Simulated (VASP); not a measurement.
# Si (Fd-3m) in VASP: single point with PBEsol

Aim: the single point of Si with PBEsol.

Everything below comes from runs of VASP 6.6.1. Logs are shortened: lines on timing, memory, paths and dates and some standing lists are left out, and cuts for length are marked.

## Step 1: The cell of the first run

Symmetry: Fd-3m, No. 227, cubic system. Conventional cell: a = 5.434 Å, b = 5.434 Å, c = 5.434 Å, α = 90.00°, β = 90.00°, γ = 90.00°. Si (site symmetry -43m) has 4 Si at 2.35 Å within 3.1 Å.

## Step 2: Single point, PBEsol

File INCAR:

```
SYSTEM = Si
ALGO     = Normal         ! electronic algorithm
EDIFF    = 1E-6           ! SCF threshold, eV
ENCUT    = 500            ! plane-wave cutoff, eV
GGA      = PS             ! functional
GGA_COMPAT= .False.      
ISIF     = 2              ! what is computed and relaxed
ISMEAR   = 0              ! smearing method
LASPH    = .True.         ! aspherical terms in the spheres
LCHARG   = .False.        ! write CHGCAR
LREAL    = .False.        ! projectors in reciprocal space
LWAVE    = .False.        ! write WAVECAR
NBANDS   = 11             ! bands
NELM     = 120            ! most SCF steps
PREC     = Accurate       ! precision mode
SIGMA    = 0.02           ! smearing width, eV
```

File KPOINTS:

```
k-points
0
Gamma
  12 12 12
  0 0 0
```

File POSCAR:

```
Si
1.0
    0.0000000000      2.7168389480      2.7168389480
    2.7168389480      0.0000000000      2.7168389480
    2.7168389480      2.7168389480      0.0000000000
Si
2
Direct
    0.0000000000      0.0000000000      0.0000000000
    0.2500000000      0.2500000000      0.2500000000
```

Potentials or basis: VASP PAW PBE potentials, release 64 (Si).

The run is started by

```sh
> cat potpaw_PBE.64/Si/POTCAR > POTCAR
> mpirun -np 1 vasp_std > vasp.out
```

OUTCAR:

```text
SYSTEM = Si
   EDIFF = 1E-6
   ENCUT = 500
   GGA = PS
   ISIF = 2
   ISMEAR = 0
   LASPH = .True.
   LREAL = .False.
   NELM = 120
   PREC = Accurate

 ion  position               nearest neighbor table
   1  0.000  0.000  0.000-   2 2.35   2 2.35   2 2.35   2 2.35
   2  0.250  0.250  0.250-   1 2.35   1 2.35   1 2.35   1 2.35

  LATTYP: Found a face centered cubic cell.
 ALAT       =     5.4336778960

  Lattice vectors:

 A1 = (   0.0000000000,   2.7168389480,   2.7168389480)
 A2 = (   2.7168389480,   0.0000000000,   2.7168389480)
 A3 = (   2.7168389480,   2.7168389480,   0.0000000000)

Analysis of symmetry for initial positions (statically):
=====================================================================
 Subroutine PRICEL returns:
 Original cell was already a primitive cell.

 Routine SETGRP: Setting up the symmetry group for a
 face centered cubic supercell.

 Subroutine GETGRP returns: Found 48 space group operations
 (whereof 24 operations were pure point group operations)
 out of a pool of 48 trial point group operations.

The static configuration has the point symmetry T_d .
 The point group associated with its full space group is O_h .

Analysis of symmetry for dynamics (positions and initial velocities):
=====================================================================
 Subroutine PRICEL returns:
 Original cell was already a primitive cell.

 Routine SETGRP: Setting up the symmetry group for a
 face centered cubic supercell.

 Subroutine GETGRP returns: Found 48 space group operations
 (whereof 24 operations were pure point group operations)
 out of a pool of 48 trial point group operations.

The dynamic configuration has the point symmetry T_d .
 The point group associated with its full space group is O_h .

 Subroutine INISYM returns: Found 48 space group operations
 (whereof 24 operations are pure point group operations),
 and found     1 'primitive' translations

----------------------------------------------------------------------------------------

                                     Primitive cell

  volume of cell :      40.1071

  direct lattice vectors                    reciprocal lattice vectors
     0.000000000  2.716838948  2.716838948    -0.184037409  0.184037409  0.184037409
     2.716838948  0.000000000  2.716838948     0.184037409 -0.184037409  0.184037409
     2.716838948  2.716838948  0.000000000     0.184037409  0.184037409 -0.184037409

  length of vectors
     3.842190487  3.842190487  3.842190487     0.318762142  0.318762142  0.318762142

  position of ions in fractional coordinates (direct lattice)
     0.000000000  0.000000000  0.000000000
     0.250000000  0.250000000  0.250000000

  ion indices of the primitive-cell ions
   primitive index   ion index
                 1           1
                 2           2

----------------------------------------------------------------------------------------

 KPOINTS: k-points

Automatic generation of k-mesh.
 Grid dimensions read from file:
 generate k-points for:   12   12   12

 Generating k-lattice:

  Cartesian coordinates                     Fractional coordinates (reciprocal lattice)
    -0.015336451  0.015336451  0.015336451     0.083333333  0.000000000  0.000000000
     0.015336451 -0.015336451  0.015336451     0.000000000  0.083333333  0.000000000
     0.015336451  0.015336451 -0.015336451     0.000000000  0.000000000  0.083333333

  Length of vectors
     0.026563512  0.026563512  0.026563512

  Shift w.r.t. Gamma in fractional coordinates (k-lattice)
     0.000000000  0.000000000  0.000000000

 Subroutine IBZKPT returns following result:
 ===========================================

 Found     72 irreducible k-points:

 Following reciprocal coordinates:
            Coordinates               Weight
  0.000000  0.000000  0.000000      1.000000
  0.083333  0.000000  0.000000      8.000000
  0.166667  0.000000  0.000000      8.000000
  0.250000  0.000000  0.000000      8.000000
  0.333333  0.000000  0.000000      8.000000
  0.416667  0.000000  0.000000      8.000000
[... 16 lines left out ...]
  0.500000  0.166667  0.000000     24.000000
 -0.416667  0.166667  0.000000     24.000000
 [... further k-points ...]
   k-points           NKPTS =     72   k-points in BZ     NKDIM =     72   number of bands    NBANDS=     11
   number of dos      NEDOS =    301   number of ions     NIONS =      2
   total plane-waves  NPLWV =  21952
   dimension x,y,z NGX =    28 NGY =   28 NGZ =   28
   dimension x,y,z NGXF=    56 NGYF=   56 NGZF=   56
   ions per type =               2
   NGX,Y,Z   is equivalent  to a cutoff of  12.12, 12.12, 12.12 a.u.
   NGXF,Y,Z  is equivalent  to a cutoff of  24.23, 24.23, 24.23 a.u.
 SYSTEM =  Si
   PREC   = accura    normal or accurate (medium, high low for compatibility)
   ISTART =      0    job   : 0-new  1-cont  2-samecut
   ICHARG =      2    charge: 1-file 2-atom 10-const
   ISPIN  =      1    spin polarized calculation?
   LNONCOLLINEAR =      F non collinear calculations
   LSORBIT =      F    spin-orbit coupling
   LASPH  =      T    aspherical Exc in radial PAW
   ENCUT  =  500.0 eV  36.75 Ry    6.06 a.u.   7.01  7.01  7.01*2*pi/ulx,y,z
   NELM   =    120;   NELMIN=  2; NELMDL= -5     # of ELM steps
   EDIFF  = 0.1E-05   stopping-criterion for ELM
   LREAL  =      F    real-space projection
   EDIFFG = 0.1E-04   stopping-criterion for IOM
   NSW    =      0    number of steps for IOM
   IBRION =     -1    ionic relax: 0-MD 1-quasi-New 2-CG
   NFREE  =      0    steps in history (QN), initial steepest desc. (CG)
   ISIF   =      2    stress and relaxation
   ISYM   =      2    0-nonsym 1-usesym 2-fastsym
   POTIM  = 0.5000    time-step for ionic-motion
   TEBEG  =    0.0;   TEEND  =   0.0 temperature during run
   PSTRESS=    0.0 pullay stress
   NELECT =       8.0000    total number of electrons
   NUPDOWN=      -1.0000    fix difference up-down
   EMIN   =  10.00;   EMAX   =-10.00  energy-range for DOS
   EFERMI =   0.00;   METHOD = LEGACY
   ISMEAR =     0;   SIGMA  =   0.02  broadening in eV -4-tet -1-fermi 0-gaus
   EFERMI_NEDOS =   21; number of points for ismear=-14 and -15
   IALGO  =     38    algorithm
   IMIX   =      4    mixing-type and parameters
     AMIX     =   0.40;   BMIX     =  1.00
     AMIX_MAG =   1.60;   BMIX_MAG =  1.00
  volume/ion in A,a.u.               =      20.05       135.33
  Fermi-wavevector in a.u.,A,eV,Ry     =   0.956528  1.807575 12.448589  0.914945
  Thomas-Fermi vector in A             =   2.085464
   LORBIT       =      0    0 simple, 1 ext, 2 COOP (PROOUT), +10 PAW based schemes
   GGA     = PS    functional components
   LHFCALC =     F    Hartree Fock is set to
   AEXX    =    0.0000 exact exchange contribution
   IVDW    =     0    specifies the selected vdW correction
   LEPSILON=     F    determine dielectric tensor
   LRPA    =     F    only Hartree local field effects (RPA)
 non-spin polarized calculation
 Gauss-broadening in eV      SIGMA  =   0.02
  energy-cutoff  :      500.00
  volume of cell :       40.11
 maximum number of plane-waves:      1036
   NGX = 13   NGY = 13   NGZ = 13

 number of electron       8.0000001 magnetization

 Free energy of the ion-electron system (eV)
  ---------------------------------------------------
  ext. energy  EPLUGINS =         0.00000000
  ---------------------------------------------------
  free energy    TOTEN  =       -11.49329024 eV

  energy without entropy =      -11.49329024  energy(sigma->0) =      -11.49329024

 E-fermi :   5.9326     XC(G=0):  -9.5475

 val. band max:        5.7730889827   @ k =   0.0000   0.0000   0.0000
 cond. band min:       6.2325352070   @ k =   0.4167   0.4167   0.0000
 fundamental gap:      0.4594462243
 Fermi energy:         5.9325933581

 k-point     1 :       0.0000    0.0000    0.0000
  band No.  band energies     occupation
      1      -6.2059      2.00000
      2       5.7731      2.00000
      3       5.7731      2.00000
      4       5.7731      2.00000
      5       8.2899      0.00000
      6       8.2899      0.00000
      7       8.2899      0.00000
      8       9.0785      0.00000
      9      13.4608      0.00000
     10      13.4608      0.00000
     11      13.4769      0.00000

 k-point     2 :       0.0833    0.0000    0.0000
  band No.  band energies     occupation
      1      -6.1147      2.00000
      2       4.9052      2.00000
      3       5.6275      2.00000
      4       5.6275      2.00000
      5       8.3267      0.00000
      6       8.5032      0.00000
      7       8.5032      0.00000
      8       9.7465      0.00000
      9      13.1782      0.00000
     10      13.1782      0.00000
     11      13.8721      0.00000

 k-point     3 :       0.1667    0.0000    0.0000
  band No.  band energies     occupation
      1      -5.8438      2.00000
      2       3.3753      2.00000
      3       5.3187      2.00000
      4       5.3187      2.00000
      5       8.0580      0.00000
      6       8.9402      0.00000
      7       8.9402      0.00000
      8      11.1639      0.00000
      9      12.7971      0.00000
     10      12.7971      0.00000
     11      14.6364      0.00000

 k-point     4 :       0.2500    0.0000    0.0000
  band No.  band energies     occupation
      1      -5.4039      2.00000
      2       1.8240      2.00000
      3       5.0088      2.00000
      4       5.0088      2.00000
      5       7.7288      0.00000
      6       9.2301      0.00000
      7       9.2301      0.00000
      8      12.6078      0.00000
      9      12.9036      0.00000
     10      12.9036      0.00000
     11      14.5520      0.00000

 k-point     5 :       0.3333    0.0000    0.0000
  band No.  band energies     occupation
      1      -4.8242      2.00000
      2       0.4120      2.00000
      3       4.7684      2.00000
      4       4.7684      2.00000
      5       7.4598      0.00000
      6       9.2221      0.00000
      7       9.2221      0.00000
      8      13.4765      0.00000
      9      13.6968      0.00000
     10      13.6968      0.00000
     11      14.7362      0.00000
[... 211 lines left out ...]
 k-point    21 :       0.3333    0.1667    0.0000
  band No.  band energies     occupation
      1      -4.9028      2.00000
      2       1.3227      2.00000
      3       3.7581      2.00000
      4       4.0136      2.00000
      5       7.6541      0.00000
      6       9.7618      0.00000
      7      10.2253      0.00000
      8      10.8024      0.00000
      9      14.7969      0.00000
     10      14.8473      0.00000
     11      16.0105      0.00000

 k-point    22 :       0.4167    0.1667    0.0000
  band No.  band energies     occupation
      1      -4.2919      2.00000
      2       0.0815      2.00000
      3       3.3154      2.00000
      4       3.9306      2.00000
      5       7.6934      0.00000
      6       9.9716      0.00000
      7      10.6144      0.00000
      8      10.7362      0.00000
      9      15.5063      0.00000
     10      15.9143      0.00000
     11      16.5237      0.00000

 k-point    23 :       0.5000    0.1667    0.0000
  band No.  band energies     occupation
      1      -3.7031      2.00000
      2      -0.8599      2.00000
      3       2.9684      2.00000
      4       3.9859      2.00000
      5       7.7240      0.00000
      6       9.8202      0.00000
      7      10.3367      0.00000
      8      12.1116      0.00000
      9      15.0459      0.00000
     10      16.1956      0.00000
     11      17.4303      0.00000

 k-point    24 :      -0.4167    0.1667    0.0000
  band No.  band energies     occupation
      1      -3.5869      2.00000
      2      -1.0217      2.00000
      3       2.7523      2.00000
      4       4.1720      2.00000
      5       7.8726      0.00000
      6       9.7674      0.00000
      7      10.1085      0.00000
      8      13.6606      0.00000
      9      14.2186      0.00000
     10      14.4973      0.00000
     11      16.7855      0.00000

 [... further k-points ...]
[... 5 lines left out ...]
  --------------------------------------------------------------------------------------
  -------------------------------------------------------------------------------------
  Total        0.0268192      0.0268192      0.0268192     -0.0000000     -0.0000000      0.0000000
  in kB        1.0713588      1.0713588      1.0713588     -0.0000000     -0.0000000      0.0000000
  external PRESSURE =       1.0713588 kB  Pullay stress =       0.0000000 kB

 VOLUME and BASIS-vectors are now :
 -----------------------------------------------------------------------------
  energy-cutoff  :      500.00
  volume of cell :       40.11
      direct lattice vectors                 reciprocal lattice vectors
     0.000000000  2.716838948  2.716838948    -0.184037409  0.184037409  0.184037409
     2.716838948  0.000000000  2.716838948     0.184037409 -0.184037409  0.184037409
     2.716838948  2.716838948  0.000000000     0.184037409  0.184037409 -0.184037409

 POSITION                                       TOTAL-FORCE (eV/Angst)
 -----------------------------------------------------------------------------------
      0.00000      0.00000      0.00000        -0.000000      0.000000      0.000000
      1.35842      1.35842      1.35842         0.000000     -0.000000     -0.000000
 -----------------------------------------------------------------------------------
    total drift:                                0.000000      0.000000     -0.000000

  FREE ENERGIE OF THE ION-ELECTRON SYSTEM (eV)
  ---------------------------------------------------
  free  energy   TOTEN  =       -11.4932902377 eV

  energy  without entropy=      -11.4932902377  energy(sigma->0) =      -11.49329024
```

It took 11 s on 1 thread of Intel Xeon Platinum 8488C (Sapphire Rapids), shared host; peak memory 0.16 GiB.

What came out:

- Free energy: -11.4933 eV
- Pressure: 0.1 GPa
- Band gap on the k mesh: 0.46 eV, indirect (least direct gap 2.52 eV)

Levels at points of the mesh, in eV from the valence-band top:
| k point | band 1 | band 2 | band 3 | band 4 | band 5 | band 6 | band 7 | band 8 |
| --- | --- | --- | --- | --- | --- | --- | --- | --- |
| (0.00, 0.00, 0.00) | -11.98 | 0.00 | 0.00 | 0.00 | 2.52 | 2.52 | 2.52 | 3.31 |
| (0.50, 0.00, 0.00) | -9.63 | -7.01 | -1.20 | -1.20 | 1.46 | 3.27 | 3.27 | 7.51 |
| (0.50, 0.50, 0.00) | -7.82 | -7.82 | -2.87 | -2.87 | 0.59 | 0.59 | 10.05 | 10.05 |

Caveat: the PAW data sets were made with another functional, which shifts forces and pressure a little. A hybrid or GW would open this gap; PBEsol tends to underestimate it.
